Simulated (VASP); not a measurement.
Wanted: the native input for a VASP 6.6.1 run.

| Quantity | Value |
| --- | --- |
| Task | single point |
| Functional | PBE |
| Dispersion | D4 |
| Potentials or basis | VASP PAW PBE potentials, release 64 (Cd, S) |
| Cutoff | 500 eV |
| k mesh | 6 × 6 × 4 |
| Occupations | gaussian, width 0.02 eV |
| Spin | no spin polarisation |
| Dipole correction | no |
| Further INCAR settings | ALGO = Normal; EDIFF = 1e-06; NBANDS = 26 |

The structure of CdS lies in POSCAR:

```
CdS
1.0
    4.1442884598      0.0000000000      0.0000000000
   -2.0721442299      3.5890590868      0.0000000000
    0.0000000000      0.0000000000      6.7462375621
Cd S
2 2
Direct
    0.3333333333      0.6666666667     -0.0006967336
    0.6666666667      0.3333333333      0.4993032664
    0.3333333333      0.6666666667      0.3756967336
    0.6666666667      0.3333333333      0.8756967336
```

One way to write it, as run:

INCAR

```
PREC     = Accurate       # precision mode
ENCUT    = 500            # plane-wave cutoff, eV
EDIFF    = 1E-6           # SCF threshold, eV
ISMEAR   = 0              # smearing method
SIGMA    = 0.02           # smearing width, eV
LREAL    = False          # projectors in reciprocal space
LASPH    = True           # aspherical terms in the spheres
NELM     = 120            # most SCF steps
ALGO     = Normal         # electronic algorithm
ISIF     = 2              # what is computed and relaxed
LWAVE    = False          # write WAVECAR
LCHARG   = False          # write CHGCAR
GGA      = PE             # functional
IVDW     = 13             # dispersion correction
NBANDS   = 26             # bands
GGA_COMPAT= False
```

KPOINTS

```
regular mesh
0
Gamma
  6 6 4
```

Potentials or basis: VASP PAW PBE potentials, release 64 (Cd, S).

Run with:

```console
$ cat potpaw_PBE.64/Cd/POTCAR potpaw_PBE.64/S/POTCAR > POTCAR
$ mpirun -np 1 vasp_std > vasp.out
```

Results of the run:

```json
{"Pressure": "0.3 GPa", "Largest force": "0.004 eV/Å", "Band gap on the k mesh": "1.20 eV", "Dispersion energy per atom": "-0.310 eV"}
```

Run time: 33 s on 1 thread of Intel(R) Xeon(R) 6975P-C (Granite Rapids) (shared host), peak memory 0.2 GiB.
